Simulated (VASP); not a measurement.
# SnO2 (Cassiterite) (P4_2/mnm) in VASP: further runs

The runs below take SnO2 (Cassiterite) through single point, with revPBE.

All numbers are computed with VASP 6.6.1; they aren't measurements. Logs are shortened: lines on timing, memory, paths and dates and some standing lists are left out, and cuts for length are marked.

## (1) The cell of the first run

It takes space group P4_2/mnm (No. 136, tetragonal). Conventional cell: a = 4.769 Å, b = 4.769 Å, c = 3.208 Å, α = 90.00°, β = 90.00°, γ = 90.00°. Sn (site symmetry mmm) has 6 O at 2.07 Å within 2.7 Å. O (site symmetry m2m) has 3 Sn at 2.07 Å and 1 O at 2.60 Å within 2.7 Å.

## (2) Single point, revPBE

INCAR reads:

```
SYSTEM = SnO2
PREC = Accurate ; ENCUT = 520
EDIFF = 1E-7 ; ISMEAR = 0
SIGMA = 0.05 ; LREAL = .False.
LASPH = .True. ; NELM = 60
ALGO = Normal ; ISIF = 2
LWAVE = .False. ; LCHARG = .False.
GGA = RE ; NBANDS = 35
```

KPOINTS reads:

```
Automatic mesh
0
Gamma
  6 6 8
  0 0 0
```

POSCAR reads:

```
SnO2
1.0
    4.7693783979      0.0000000000      0.0000000000
    0.0000000000      4.7693783979      0.0000000000
    0.0000000000      0.0000000000      3.2076032640
Sn O
2 4
Direct
    0.5000000000      0.5000000000      0.5000000000
    0.0000000000      0.0000000000      0.0000000000
    0.8071000000      0.1929000000      0.5000000000
    0.6929000000      0.6929000000      0.0000000000
    0.1929000000      0.8071000000      0.5000000000
    0.3071000000      0.3071000000      0.0000000000
```

Potentials or basis: VASP PAW PBE potentials, release 64 (Sn_d, O).

Run with:

```bash
$ cat potpaw_PBE.64/Sn_d/POTCAR potpaw_PBE.64/O/POTCAR > POTCAR
$ mpirun -np 1 vasp_std > vasp.out
```

OUTCAR:

```text
SYSTEM = SnO2
   PREC = Accurate
   ENCUT = 520
   EDIFF = 1E-7
   ISMEAR = 0
   LREAL = .False.
   LASPH = .True.
   NELM = 60
   ISIF = 2
   GGA = RE

 ion  position               nearest neighbor table
   1  0.500  0.500  0.500-   4 2.07   6 2.07   4 2.07   6 2.07   5 2.07   3 2.07   2 3.73   2 3.73
                             2 3.73   2 3.73   2 3.73   2 3.73   2 3.73   2 3.73
   2  0.000  0.000  0.000-   3 2.07   5 2.07   3 2.07   5 2.07   4 2.07   6 2.07   1 3.73   1 3.73
                             1 3.73   1 3.73   1 3.73   1 3.73   1 3.73   1 3.73
   3  0.807  0.193  0.500-   2 2.07   2 2.07   1 2.07
   4  0.693  0.693  0.000-   1 2.07   1 2.07   2 2.07
   5  0.193  0.807  0.500-   2 2.07   2 2.07   1 2.07
   6  0.307  0.307  0.000-   1 2.07   1 2.07   2 2.07

  LATTYP: Found a simple tetragonal cell.
 ALAT       =     4.7693783979
 C/A-ratio  =     0.6725411566

  Lattice vectors:

 A1 = (   4.7693783979,   0.0000000000,   0.0000000000)
 A2 = (   0.0000000000,   4.7693783979,   0.0000000000)
 A3 = (   0.0000000000,   0.0000000000,   3.2076032640)

Analysis of symmetry for initial positions (statically):
=====================================================================
 Subroutine PRICEL returns:
 Original cell was already a primitive cell.

 Routine SETGRP: Setting up the symmetry group for a
 simple tetragonal supercell.

 Subroutine GETGRP returns: Found 16 space group operations
 (whereof  8 operations were pure point group operations)
 out of a pool of 16 trial point group operations.

The static configuration has the point symmetry D_2h.
 The point group associated with its full space group is D_4h.

Analysis of symmetry for dynamics (positions and initial velocities):
=====================================================================
 Subroutine PRICEL returns:
 Original cell was already a primitive cell.

 Routine SETGRP: Setting up the symmetry group for a
 simple tetragonal supercell.

 Subroutine GETGRP returns: Found 16 space group operations
 (whereof  8 operations were pure point group operations)
 out of a pool of 16 trial point group operations.

The dynamic configuration has the point symmetry D_2h.
 The point group associated with its full space group is D_4h.

 Subroutine INISYM returns: Found 16 space group operations
 (whereof  8 operations are pure point group operations),
 and found     1 'primitive' translations

----------------------------------------------------------------------------------------

                                     Primitive cell

  volume of cell :      72.9633

  direct lattice vectors                    reciprocal lattice vectors
     4.769378398  0.000000000  0.000000000     0.209670929  0.000000000  0.000000000
     0.000000000  4.769378398  0.000000000     0.000000000  0.209670929  0.000000000
     0.000000000  0.000000000  3.207603264     0.000000000  0.000000000  0.311759254

  length of vectors
     4.769378398  4.769378398  3.207603264     0.209670929  0.209670929  0.311759254

  position of ions in fractional coordinates (direct lattice)
     0.500000000  0.500000000  0.500000000
     0.000000000  0.000000000  0.000000000
     0.807100000  0.192900000  0.500000000
     0.692900000  0.692900000  0.000000000
     0.192900000  0.807100000  0.500000000
     0.307100000  0.307100000  0.000000000

  ion indices of the primitive-cell ions
   primitive index   ion index
                 1           1
                 2           2
                 3           3
                 4           4
                 5           5
                 6           6

----------------------------------------------------------------------------------------

 KPOINTS: Automatic mesh

Automatic generation of k-mesh.
 Grid dimensions read from file:
 generate k-points for:    6    6    8

 Generating k-lattice:

  Cartesian coordinates                     Fractional coordinates (reciprocal lattice)
     0.034945155  0.000000000  0.000000000     0.166666667  0.000000000  0.000000000
     0.000000000  0.034945155  0.000000000     0.000000000  0.166666667  0.000000000
     0.000000000  0.000000000  0.038969907     0.000000000  0.000000000  0.125000000

  Length of vectors
     0.034945155  0.034945155  0.038969907

  Shift w.r.t. Gamma in fractional coordinates (k-lattice)
     0.000000000  0.000000000  0.000000000

 Subroutine IBZKPT returns following result:
 ===========================================

 Found     50 irreducible k-points:

 Following reciprocal coordinates:
            Coordinates               Weight
  0.000000  0.000000  0.000000      1.000000
  0.166667  0.000000  0.000000      4.000000
  0.333333  0.000000  0.000000      4.000000
  0.500000  0.000000  0.000000      2.000000
  0.166667  0.166667  0.000000      4.000000
  0.333333  0.166667  0.000000      8.000000
[... 16 lines left out ...]
  0.333333  0.000000  0.250000      8.000000
  0.500000  0.000000  0.250000      4.000000
 [... further k-points ...]
   k-points           NKPTS =     50   k-points in BZ     NKDIM =     50   number of bands    NBANDS=     35
   number of dos      NEDOS =    301   number of ions     NIONS =      6
   total plane-waves  NPLWV =  31104
   dimension x,y,z NGX =    36 NGY =   36 NGZ =   24
   dimension x,y,z NGXF=    72 NGYF=   72 NGZF=   48
   ions per type =               2   4
   NGX,Y,Z   is equivalent  to a cutoff of  12.55, 12.55, 12.44 a.u.
   NGXF,Y,Z  is equivalent  to a cutoff of  25.10, 25.10, 24.88 a.u.
 SYSTEM =  SnO2
   PREC   = accura    normal or accurate (medium, high low for compatibility)
   ISTART =      0    job   : 0-new  1-cont  2-samecut
   ICHARG =      2    charge: 1-file 2-atom 10-const
   ISPIN  =      1    spin polarized calculation?
   LNONCOLLINEAR =      F non collinear calculations
   LSORBIT =      F    spin-orbit coupling
   LASPH  =      T    aspherical Exc in radial PAW
   ENCUT  =  520.0 eV  38.22 Ry    6.18 a.u.   8.87  8.87  5.96*2*pi/ulx,y,z
   NELM   =     60;   NELMIN=  2; NELMDL= -5     # of ELM steps
   EDIFF  = 0.1E-06   stopping-criterion for ELM
   LREAL  =      F    real-space projection
   EDIFFG = 0.1E-05   stopping-criterion for IOM
   NSW    =      0    number of steps for IOM
   IBRION =     -1    ionic relax: 0-MD 1-quasi-New 2-CG
   NFREE  =      0    steps in history (QN), initial steepest desc. (CG)
   ISIF   =      2    stress and relaxation
   ISYM   =      2    0-nonsym 1-usesym 2-fastsym
   POTIM  = 0.5000    time-step for ionic-motion
   TEBEG  =    0.0;   TEEND  =   0.0 temperature during run
   PSTRESS=    0.0 pullay stress
   NELECT =      52.0000    total number of electrons
   NUPDOWN=      -1.0000    fix difference up-down
   EMIN   =  10.00;   EMAX   =-10.00  energy-range for DOS
   EFERMI =   0.00;   METHOD = LEGACY
   ISMEAR =     0;   SIGMA  =   0.05  broadening in eV -4-tet -1-fermi 0-gaus
   EFERMI_NEDOS =   21; number of points for ismear=-14 and -15
   IALGO  =     38    algorithm
   IMIX   =      4    mixing-type and parameters
     AMIX     =   0.40;   BMIX     =  1.00
     AMIX_MAG =   1.60;   BMIX_MAG =  1.00
  volume/ion in A,a.u.               =      12.16        82.06
  Fermi-wavevector in a.u.,A,eV,Ry     =   1.462316  2.763376 29.094261  2.138368
  Thomas-Fermi vector in A             =   2.578544
   LORBIT       =      0    0 simple, 1 ext, 2 COOP (PROOUT), +10 PAW based schemes
   GGA     = RE    functional components
   LHFCALC =     F    Hartree Fock is set to
   AEXX    =    0.0000 exact exchange contribution
   IVDW    =     0    specifies the selected vdW correction
   LEPSILON=     F    determine dielectric tensor
   LRPA    =     F    only Hartree local field effects (RPA)
 non-spin polarized calculation
 Gauss-broadening in eV      SIGMA  =   0.05
  energy-cutoff  :      520.00
  volume of cell :       72.96
 maximum number of plane-waves:      1992
 NGX is ok and might be reduce to    36
   NGX = 17   NGY = 17   NGZ = 11

 number of electron      52.0000009 magnetization

 Free energy of the ion-electron system (eV)
  ---------------------------------------------------
  ext. energy  EPLUGINS =         0.00000000
  ---------------------------------------------------
  free energy    TOTEN  =       -35.13199294 eV

  energy without entropy =      -35.13199294  energy(sigma->0) =      -35.13199294

 E-fermi :   6.3251     XC(G=0): -10.9681

 val. band max:        6.0188719921   @ k =   0.0000   0.0000   0.0000
 cond. band min:       7.1281843463   @ k =   0.0000   0.0000   0.0000
 fundamental gap:      1.1093123542
 Fermi energy:         6.3251180048

 k-point     1 :       0.0000    0.0000    0.0000
  band No.  band energies     occupation
      1     -15.0972      2.00000
      2     -14.3555      2.00000
      3     -14.1176      2.00000
      4     -14.0903      2.00000
      5     -14.0903      2.00000
      6     -14.0198      2.00000
[... 27 lines left out ...]
     34      17.9818      0.00000
     35      18.6955      0.00000

 k-point     2 :       0.1667    0.0000    0.0000
  band No.  band energies     occupation
      1     -15.0562      2.00000
      2     -14.4014      2.00000
      3     -14.1174      2.00000
      4     -14.0886      2.00000
      5     -14.0885      2.00000
      6     -14.0551      2.00000
[... 27 lines left out ...]
     34      18.0485      0.00000
     35      18.6680      0.00000

 k-point     3 :       0.3333    0.0000    0.0000
  band No.  band energies     occupation
      1     -14.9372      2.00000
      2     -14.5518      2.00000
      3     -14.1165      2.00000
      4     -14.0983      2.00000
      5     -14.0851      2.00000
      6     -14.0850      2.00000
[... 27 lines left out ...]
     34      18.3475      0.00000
     35      18.6399      0.00000
[... 723 lines left out ...]
 k-point    23 :       0.3333    0.0000    0.2500
  band No.  band energies     occupation
      1     -14.8287      2.00000
      2     -14.6932      2.00000
      3     -14.3776      2.00000
      4     -14.1611      2.00000
      5     -14.0147      2.00000
      6     -14.0094      2.00000
[... 27 lines left out ...]
     34      18.2833      0.00000
     35      18.5915      0.00000

 k-point    24 :       0.5000    0.0000    0.2500
  band No.  band energies     occupation
      1     -14.7810      2.00000
      2     -14.7810      2.00000
      3     -14.2563      2.00000
      4     -14.2563      2.00000
      5     -14.0102      2.00000
      6     -14.0102      2.00000
[... 27 lines left out ...]
     34      18.4840      0.00000
     35      18.6324      0.00000

 [... further k-points ...]

------------------------ aborting loop because EDIFF is reached ----------------------------------------

  FORCE on cell =-STRESS in cart. coord.  units (eV):
  Direction    XX          YY          ZZ          XY          YZ          ZX
  --------------------------------------------------------------------------------------
  -------------------------------------------------------------------------------------
  Total        4.3937103      4.3937103      5.3297445     -0.0000000      0.0000000      0.0000000
  in kB       96.4801099     96.4801099    117.0341932     -0.0000000      0.0000000      0.0000000
  external PRESSURE =     103.3314710 kB  Pullay stress =       0.0000000 kB

 VOLUME and BASIS-vectors are now :
 -----------------------------------------------------------------------------
  energy-cutoff  :      520.00
  volume of cell :       72.96
      direct lattice vectors                 reciprocal lattice vectors
     4.769378398  0.000000000  0.000000000     0.209670929  0.000000000  0.000000000
     0.000000000  4.769378398  0.000000000     0.000000000  0.209670929  0.000000000
     0.000000000  0.000000000  3.207603264     0.000000000  0.000000000  0.311759254

 POSITION                                       TOTAL-FORCE (eV/Angst)
 -----------------------------------------------------------------------------------
      2.38469      2.38469      1.60380         0.000000      0.000000      0.000000
      0.00000      0.00000      0.00000         0.000000      0.000000      0.000000
      3.84937      0.92001      1.60380        -0.166344      0.166344      0.000000
      3.30470      3.30470      0.00000         0.166344      0.166344      0.000000
      0.92001      3.84937      1.60380         0.166344     -0.166344     -0.000000
      1.46468      1.46468      0.00000        -0.166344     -0.166344     -0.000000
 -----------------------------------------------------------------------------------
    total drift:                               -0.000000      0.000000      0.000000

  FREE ENERGIE OF THE ION-ELECTRON SYSTEM (eV)
  ---------------------------------------------------
  free  energy   TOTEN  =       -35.1319929367 eV

  energy  without entropy=      -35.1319929367  energy(sigma->0) =      -35.13199294
```

It took 1.7 min on 1 thread of Intel Xeon Platinum 8488C (Sapphire Rapids), shared host; peak memory 0.23 GiB.

Results:

```
Free energy            : -35.1320 eV
Pressure               : 10.3 GPa
Largest force          : 0.235 eV/Å
Band gap on the k mesh : 1.11 eV, direct
```

Forces in eV/Å, atoms in the order of the input:
```
Sn   0.000  0.000  0.000
Sn   0.000  0.000  0.000
O   -0.166  0.166  0.000
O    0.166  0.166  0.000
O    0.166 -0.166  0.000
O   -0.166 -0.166  0.000
```

Stress tensor (GPa, compression positive):
```
 9.65  0.00  0.00
 0.00  9.65  0.00
 0.00  0.00 11.70
```

Levels at points of the mesh, in eV from the valence-band top:
| k point | band 23 | band 24 | band 25 | band 26 | band 27 | band 28 | band 29 | band 30 |
| --- | --- | --- | --- | --- | --- | --- | --- | --- |
| (0.00, 0.00, 0.00) | -1.23 | -0.76 | -0.76 | 0.00 | 1.11 | 6.05 | 6.34 | 6.34 |
| (0.50, 0.00, 0.00) | -1.19 | -1.19 | -0.62 | -0.62 | 4.29 | 4.29 | 7.08 | 7.08 |
| (0.50, 0.50, 0.00) | -1.31 | -1.31 | -0.88 | -0.88 | 4.68 | 4.68 | 7.48 | 7.48 |
| (0.00, 0.00, 0.50) | -1.59 | -1.59 | -1.23 | -1.23 | 6.05 | 6.05 | 9.75 | 9.75 |
| (0.50, 0.00, 0.50) | -1.06 | -1.06 | -0.71 | -0.71 | 6.33 | 6.33 | 8.00 | 8.00 |
| (0.50, 0.50, 0.50) | -0.95 | -0.95 | -0.81 | -0.81 | 4.78 | 4.78 | 8.91 | 8.91 |

Caveat: the PAW data sets were made with another functional, which shifts forces and pressure a little; spin-orbit coupling is left out, which moves the levels of the heavy elements.

## (3) Single point, revPBE

This run uses another cell than the first one, of 12.40 Å³/atom, 1.020 times its volume.

INCAR reads:

```
ALGO = Normal
EDIFF = 1E-6
ENCUT = 520
GGA = RE
ISIF = 2
ISMEAR = 0
LASPH = T
LCHARG = T
LELF = T
LREAL = F
LVHAR = T
LWAVE = F
NBANDS = 35
NELM = 60
PREC = Accurate
SIGMA = 0.05
```

KPOINTS reads:

```
k-points
0
Gamma
  6 6 8
```

POSCAR: that of step 2 with these lines changed.

```diff
@@ -2,5 +2,5 @@
 1.0
-    4.7693783979      0.0000000000      0.0000000000
-    0.0000000000      4.7693783979      0.0000000000
-    0.0000000000      0.0000000000      3.2076032640
+    4.8003492553      0.0000000000      0.0000000000
+    0.0000000000      4.8003492553      0.0000000000
+    0.0000000000      0.0000000000      3.2284324403
 Sn O
```

Potentials or basis: VASP PAW PBE potentials, release 64 (Sn_d, O).

Run with:

```bash
$ cat potpaw_PBE.64/Sn_d/POTCAR potpaw_PBE.64/O/POTCAR > POTCAR
$ mpirun -np 1 vasp_std > vasp.out
```

Wall time 86 s (1 thread of Intel Xeon Platinum 8488C (Sapphire Rapids), shared host); peak memory 0.24 GiB.

Results (log left out):

| Quantity | Value |
| --- | --- |
| Free energy | -35.2077 eV |
| Pressure | 6.3 GPa |
| Largest force | 0.159 eV/Å |
| Band gap on the k mesh | 0.89 eV, direct |

Forces in eV/Å, atoms in the order of the input:
```
Sn   0.000  0.000  0.000
Sn   0.000  0.000  0.000
O   -0.112  0.112  0.000
O    0.112  0.112  0.000
O    0.112 -0.112  0.000
O   -0.112 -0.112  0.000
```

Stress tensor (GPa, compression positive):
```
5.98 0.00 0.00
0.00 5.98 0.00
0.00 0.00 6.80
```

Levels at points of the mesh, in eV from the valence-band top:
```csv
k point,band 22,band 23,band 24,band 25,band 26,band 27,band 28,band 29,band 30,band 31
"(0.00, 0.00, 0.00)",-1.24,-1.24,-0.74,-0.74,0.00,0.89,5.87,6.23,6.23,10.33
"(0.50, 0.00, 0.00)",-1.89,-1.20,-1.20,-0.61,-0.61,4.09,4.09,6.97,6.97,10.64
"(0.50, 0.50, 0.00)",-1.86,-1.32,-1.32,-0.86,-0.86,4.47,4.47,7.34,7.34,10.71
"(0.00, 0.00, 0.50)",-2.55,-1.54,-1.54,-1.20,-1.20,5.82,5.82,9.61,9.61,10.51
"(0.50, 0.00, 0.50)",-1.66,-1.03,-1.03,-0.72,-0.72,6.09,6.09,7.83,7.83,10.80
"(0.50, 0.50, 0.50)",-2.42,-0.93,-0.93,-0.79,-0.79,4.59,4.59,8.81,8.81,10.80
```

Caveat: the PAW data sets were made with another functional, which shifts forces and pressure a little; spin-orbit coupling is left out, which moves the levels of the heavy elements.
